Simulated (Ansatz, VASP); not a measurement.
## Al7Ni8: VASP beside Ansatz

```
Ni Al
1.0
     5.78365    0.00000    0.00000
     0.00000    5.78365    0.00000
     0.00000    0.00000    5.78365
Ni Al
8 7
Direct
  0.00172 0.00002 0.00076
  0.00193 0.00019 0.49856
  0.00141 0.49836 0.00047
  0.00167 0.49817 0.49886
  0.49970 0.00008 0.00083
  0.49950 0.00026 0.49854
  0.49991 0.49814 0.00057
  0.49967 0.49797 0.49879
  0.25067 0.24915 0.74994
  0.25072 0.74882 0.24965
  0.25076 0.74917 0.74971
  0.75081 0.24916 0.24968
  0.75074 0.24895 0.74967
  0.75068 0.74910 0.24982
  0.75065 0.74927 0.74959
```

Alike in both runs: functional PBE; k mesh 3 × 3 × 3; occupations methfessel-paxton of order 1, width 0.1 eV; no spin polarisation.

Ansatz relaxed the structure, and its values are those at the end. VASP's run is a single point on that final structure, the one shown.

|  | VASP | Ansatz |
| --- | --- | --- |
| version | VASP 6.6.1 | Ansatz 0.2.0 |
| potentials or method | VASP PAW PBE potentials, release 64 (Ni, Al), cutoff 520 eV | plane-wave PAW DFT |
| valence electrons in the cell | 101 | 165 |

```csv
,VASP,Ansatz,Ansatz less VASP
rms of the force components (eV/Å),0.005,0.002,-0.0034
```

VASP's potentials hold 101 valence electrons a cell and Ansatz's 165, so a difference there can come from the potentials and not from the codes.

The k mesh is coarse, so the values compare programs but aren't converged.
